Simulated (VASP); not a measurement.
# Ag (Fm-3m) in VASP: further runs, part 3 of 3

VASP 6.6.1. The steps go on from the part before.

## Step 5: Single point, PBEsol (volume scaled by 1.06)

INCAR reads:

```
PREC = Accurate
ENCUT = 520
EDIFF = 1E-7
ISMEAR = 0
SIGMA = 0.1
LREAL = False
LASPH = True
NELM = 60
ALGO = Normal
ISIF = 2
LWAVE = False
LCHARG = False
GGA = PS
NBANDS = 12
```

KPOINTS reads:

```
regular mesh
0
Gamma
  18 18 18
```

POSCAR reads:

```
Ag
1.0
    0.0000000000      2.0669648432      2.0669648432
    2.0669648432      0.0000000000      2.0669648432
    2.0669648432      2.0669648432      0.0000000000
Ag
1
Direct
    0.0000000000      0.0000000000      0.0000000000
```

Potentials or basis: VASP PAW PBE potentials, release 64 (Ag).

Started as:

```bash
> cat potpaw_PBE.64/Ag/POTCAR > POTCAR
> mpirun -np 1 vasp_std > vasp.out
```

OUTCAR:

```text
PREC = Accurate
   ENCUT = 520
   EDIFF = 1E-7
   ISMEAR = 0
   LREAL = False
   LASPH = True
   NELM = 60
   ISIF = 2
   GGA = PS

 ion  position               nearest neighbor table
   1  0.000  0.000  0.000-

  LATTYP: Found a face centered cubic cell.
 ALAT       =     4.1339296864

  Lattice vectors:

 A1 = (   0.0000000000,   2.0669648432,   2.0669648432)
 A2 = (   2.0669648432,   0.0000000000,   2.0669648432)
 A3 = (   2.0669648432,   2.0669648432,   0.0000000000)

Analysis of symmetry for initial positions (statically):
=====================================================================
 Subroutine PRICEL returns:
 Original cell was already a primitive cell.

 Routine SETGRP: Setting up the symmetry group for a
 face centered cubic supercell.

 Subroutine GETGRP returns: Found 48 space group operations
 (whereof 48 operations were pure point group operations)
 out of a pool of 48 trial point group operations.

The static configuration has the point symmetry O_h .

Analysis of symmetry for dynamics (positions and initial velocities):
=====================================================================
 Subroutine PRICEL returns:
 Original cell was already a primitive cell.

 Routine SETGRP: Setting up the symmetry group for a
 face centered cubic supercell.

 Subroutine GETGRP returns: Found 48 space group operations
 (whereof 48 operations were pure point group operations)
 out of a pool of 48 trial point group operations.

The dynamic configuration has the point symmetry O_h .

 Subroutine INISYM returns: Found 48 space group operations
 (whereof 48 operations are pure point group operations),
 and found     1 'primitive' translations

----------------------------------------------------------------------------------------

                                     Primitive cell

  volume of cell :      17.6616

  direct lattice vectors                    reciprocal lattice vectors
     0.000000000  2.066964843  2.066964843    -0.241900583  0.241900583  0.241900583
     2.066964843  0.000000000  2.066964843     0.241900583 -0.241900583  0.241900583
     2.066964843  2.066964843  0.000000000     0.241900583  0.241900583 -0.241900583

  length of vectors
     2.923129714  2.923129714  2.923129714     0.418984100  0.418984100  0.418984100

  position of ions in fractional coordinates (direct lattice)
     0.000000000  0.000000000  0.000000000

  ion indices of the primitive-cell ions
   primitive index   ion index
                 1           1

----------------------------------------------------------------------------------------

 KPOINTS: regular mesh

Automatic generation of k-mesh.
 Grid dimensions read from file:
 generate k-points for:   18   18   18

 Generating k-lattice:

  Cartesian coordinates                     Fractional coordinates (reciprocal lattice)
    -0.013438921  0.013438921  0.013438921     0.055555556  0.000000000  0.000000000
     0.013438921 -0.013438921  0.013438921     0.000000000  0.055555556  0.000000000
     0.013438921  0.013438921 -0.013438921     0.000000000  0.000000000  0.055555556

  Length of vectors
     0.023276894  0.023276894  0.023276894

  Shift w.r.t. Gamma in fractional coordinates (k-lattice)
     0.000000000  0.000000000  0.000000000

 Subroutine IBZKPT returns following result:
 ===========================================

 Found    195 irreducible k-points:

 Following reciprocal coordinates:
            Coordinates               Weight
  0.000000  0.000000  0.000000      1.000000
  0.055556  0.000000  0.000000      8.000000
  0.111111  0.000000  0.000000      8.000000
  0.166667  0.000000  0.000000      8.000000
  0.222222  0.000000  0.000000      8.000000
  0.277778  0.000000  0.000000      8.000000
[... 16 lines left out ...]
 -0.277778  0.055556  0.000000     24.000000
 -0.222222  0.055556  0.000000     24.000000
 [... further k-points ...]
   k-points           NKPTS =    195   k-points in BZ     NKDIM =    195   number of bands    NBANDS=     12
   number of dos      NEDOS =    301   number of ions     NIONS =      1
   total plane-waves  NPLWV =  13824
   dimension x,y,z NGX =    24 NGY =   24 NGZ =   24
   dimension x,y,z NGXF=    48 NGYF=   48 NGZF=   48
   ions per type =               1
   NGX,Y,Z   is equivalent  to a cutoff of  13.65, 13.65, 13.65 a.u.
   NGXF,Y,Z  is equivalent  to a cutoff of  27.30, 27.30, 27.30 a.u.
 SYSTEM =  unknown system
   PREC   = accura    normal or accurate (medium, high low for compatibility)
   ISTART =      0    job   : 0-new  1-cont  2-samecut
   ICHARG =      2    charge: 1-file 2-atom 10-const
   ISPIN  =      1    spin polarized calculation?
   LNONCOLLINEAR =      F non collinear calculations
   LSORBIT =      F    spin-orbit coupling
   LASPH  =      T    aspherical Exc in radial PAW
   ENCUT  =  520.0 eV  38.22 Ry    6.18 a.u.   5.44  5.44  5.44*2*pi/ulx,y,z
   NELM   =     60;   NELMIN=  2; NELMDL= -5     # of ELM steps
   EDIFF  = 0.1E-06   stopping-criterion for ELM
   LREAL  =      F    real-space projection
   EDIFFG = 0.1E-05   stopping-criterion for IOM
   NSW    =      0    number of steps for IOM
   IBRION =     -1    ionic relax: 0-MD 1-quasi-New 2-CG
   NFREE  =      0    steps in history (QN), initial steepest desc. (CG)
   ISIF   =      2    stress and relaxation
   ISYM   =      2    0-nonsym 1-usesym 2-fastsym
   POTIM  = 0.5000    time-step for ionic-motion
   TEBEG  =    0.0;   TEEND  =   0.0 temperature during run
   PSTRESS=    0.0 pullay stress
   NELECT =      11.0000    total number of electrons
   NUPDOWN=      -1.0000    fix difference up-down
   EMIN   =  10.00;   EMAX   =-10.00  energy-range for DOS
   EFERMI =   0.00;   METHOD = LEGACY
   ISMEAR =     0;   SIGMA  =   0.10  broadening in eV -4-tet -1-fermi 0-gaus
   EFERMI_NEDOS =   21; number of points for ismear=-14 and -15
   IALGO  =     38    algorithm
   IMIX   =      4    mixing-type and parameters
     AMIX     =   0.40;   BMIX     =  1.00
     AMIX_MAG =   1.60;   BMIX_MAG =  1.00
  volume/ion in A,a.u.               =      17.66       119.19
  Fermi-wavevector in a.u.,A,eV,Ry     =   1.398071  2.641972 26.593991  1.954603
  Thomas-Fermi vector in A             =   2.521265
   LORBIT       =      0    0 simple, 1 ext, 2 COOP (PROOUT), +10 PAW based schemes
   GGA     = PS    functional components
   LHFCALC =     F    Hartree Fock is set to
   AEXX    =    0.0000 exact exchange contribution
   IVDW    =     0    specifies the selected vdW correction
   LEPSILON=     F    determine dielectric tensor
   LRPA    =     F    only Hartree local field effects (RPA)
 non-spin polarized calculation
 Gauss-broadening in eV      SIGMA  =   0.10
  energy-cutoff  :      520.00
  volume of cell :       17.66
 maximum number of plane-waves:       531
 NGX is ok and might be reduce to    24
   NGX = 11   NGY = 11   NGZ = 11

 number of electron      10.9999999 magnetization

 Free energy of the ion-electron system (eV)
  ---------------------------------------------------
  ext. energy  EPLUGINS =         0.00000000
  ---------------------------------------------------
  free energy    TOTEN  =        -3.29188758 eV

  energy without entropy =       -3.29085477  energy(sigma->0) =       -3.29137118

 E-fermi :   7.6920     XC(G=0): -12.2031

 val. band max:        7.6624015916   @ k =   0.5000   0.1667   0.0556
 cond. band min:       7.8119816131   @ k =   0.5000   0.3333   0.1111
 fundamental gap:      0.1495800215
 Fermi energy:         7.6919940585

 k-point     1 :       0.0000    0.0000    0.0000
  band No.  band energies     occupation
      1       0.1786      2.00000
      2       3.1069      2.00000
      3       3.1069      2.00000
      4       3.1069      2.00000
      5       4.0902      2.00000
      6       4.0902      2.00000
      7      23.6563      0.00000
      8      27.0209      0.00000
      9      27.0209      0.00000
     10      27.0209      0.00000
     11      31.7560      0.00000
     12      32.6596      0.00000

 k-point     2 :       0.0556    0.0000    0.0000
  band No.  band energies     occupation
      1       0.2726      2.00000
      2       3.0857      2.00000
      3       3.1326      2.00000
      4       3.1326      2.00000
      5       4.0805      2.00000
      6       4.0805      2.00000
      7      23.6655      0.00000
      8      26.1801      0.00000
      9      27.0494      0.00000
     10      27.0494      0.00000
     11      31.7814      0.00000
     12      32.5670      0.00000
[... 316 lines left out ...]
 k-point    24 :      -0.2222    0.0556    0.0000
  band No.  band energies     occupation
      1       1.5742      2.00000
      2       3.1110      2.00000
      3       3.3406      2.00000
      4       3.3575      2.00000
      5       4.0460      2.00000
      6       4.3918      2.00000
      7      19.0078      0.00000
      8      23.7494      0.00000
      9      25.9879      0.00000
     10      28.4235      0.00000
     11      29.1417      0.00000
     12      30.0644      0.00000

 [... further k-points ...]
[... 5 lines left out ...]
  --------------------------------------------------------------------------------------
  -------------------------------------------------------------------------------------
  Total       -0.6677928     -0.6677928     -0.6677928     -0.0000000      0.0000000     -0.0000000
  in kB      -60.5791344    -60.5791344    -60.5791344     -0.0000000      0.0000000     -0.0000000
  external PRESSURE =     -60.5791344 kB  Pullay stress =       0.0000000 kB

 VOLUME and BASIS-vectors are now :
 -----------------------------------------------------------------------------
  energy-cutoff  :      520.00
  volume of cell :       17.66
      direct lattice vectors                 reciprocal lattice vectors
     0.000000000  2.066964843  2.066964843    -0.241900583  0.241900583  0.241900583
     2.066964843  0.000000000  2.066964843     0.241900583 -0.241900583  0.241900583
     2.066964843  2.066964843  0.000000000     0.241900583  0.241900583 -0.241900583

 POSITION                                       TOTAL-FORCE (eV/Angst)
 -----------------------------------------------------------------------------------
      0.00000      0.00000      0.00000         0.000000      0.000000      0.000000
 -----------------------------------------------------------------------------------
    total drift:                               -0.000000      0.000000      0.000000

  FREE ENERGIE OF THE ION-ELECTRON SYSTEM (eV)
  ---------------------------------------------------
  free  energy   TOTEN  =        -3.2918875840 eV

  energy  without entropy=       -3.2908547692  energy(sigma->0) =       -3.29137118
```

stdout:

```text
POSCAR found type information on POSCAR Ag
 POSCAR found :  1 types and       1 ions
 scaLAPACK will be used
 -----------------------------------------------------------------------------
|                                                                             |
|                                                                             |
|     You enforced a specific xc type in the INCAR file but a different       |
|     I HOPE YOU KNOW WHAT YOU ARE DOING!                                     |
|                                                                             |
 -----------------------------------------------------------------------------

 LDA part: xc-table for (Slater+PW92), standard interpolation
 POSCAR, INCAR and KPOINTS ok, starting setup
 FFT: planning ... GRIDC
 FFT: planning ... GRID_SOFT
 FFT: planning ... GRID
 WAVECAR not read
 entering main loop
```

It took 21 s on 1 thread of Intel Xeon Platinum 8488C (Sapphire Rapids), shared host; peak memory 0.17 GiB.

Results:

```yaml
Free_energy: -3.2919 eV
Pressure: -6.1 GPa
```

Caveat: the PAW data sets were made with another functional, which shifts forces and pressure a little.

## Step 6: Single point, PBEsol (volume scaled by 1.10)

INCAR reads:

```
ALGO = Normal
EDIFF = 1E-7
ENCUT = 520
GGA = PS
ISIF = 2
ISMEAR = 0
LASPH = True
LCHARG = False
LREAL = False
LWAVE = False
NBANDS = 12
NELM = 100
PREC = Accurate
SIGMA = 0.1
```

KPOINTS reads:

```
k-points
0
Gamma
  18 18 18
```

POSCAR reads:

```
Ag
1.0
    0.0000000000      2.0926440508      2.0926440508
    2.0926440508      0.0000000000      2.0926440508
    2.0926440508      2.0926440508      0.0000000000
Ag
1
Direct
    0.0000000000      0.0000000000      0.0000000000
```

Potentials or basis: VASP PAW PBE potentials, release 64 (Ag).

Started as:

```bash
> cat potpaw_PBE.64/Ag/POTCAR > POTCAR
> mpirun -np 1 vasp_std > vasp.out
```

Wall time 16 s (1 thread of Intel Xeon Platinum 8488C (Sapphire Rapids), shared host); peak memory 0.17 GiB.

Results (log left out):

| Quantity | Value |
| --- | --- |
| Free energy | -3.2611 eV |
| Pressure | -8.8 GPa |

Levels at points of the mesh, in eV from the Fermi level:
| k point | band 4 | band 5 | band 6 | band 7 | band 8 | band 9 |
| --- | --- | --- | --- | --- | --- | --- |
| (0.00, 0.00, 0.00) | -4.47 | -3.55 | -3.55 | 15.87 | 19.01 | 19.01 |
| (0.50, 0.00, 0.00) | -2.84 | -2.84 | -0.21 | 3.25 | 15.09 | 17.12 |
| (0.50, 0.50, 0.00) | -2.66 | -2.66 | 1.67 | 6.23 | 10.30 | 10.30 |

Caveat: the PAW data sets were made with another functional, which shifts forces and pressure a little.

## Step 7: The runs side by side

| cell | gap on the mesh (eV) | pressure (GPa) |
| --- | --- | --- |
| a = 2.838 Å, angles 60.0°, 1 atom | none | 3.7 |
| a = 2.889 Å, angles 60.0°, 1 atom | none | -2.7 |
| a = 2.895 Å, angles 60.0°, 1 atom | none | -3.4 |
| a = 2.923 Å, angles 60.0°, 1 atom | none | -6.1 |
| a = 2.959 Å, angles 60.0°, 1 atom | none | -8.8 |

Alike in all rows: task single point; level PBEsol; potentials or basis VASP PAW PBE potentials, release 64 (Ag); no spin polarisation; k mesh 18 × 18 × 18; cutoff (eV) 520; smearing gaussian 0.1 eV.

Caveats: the PAW data sets were made with another functional, which shifts forces and pressure a little.

Total energies depend on the potentials used, so only differences within one code and one set of settings carry meaning.
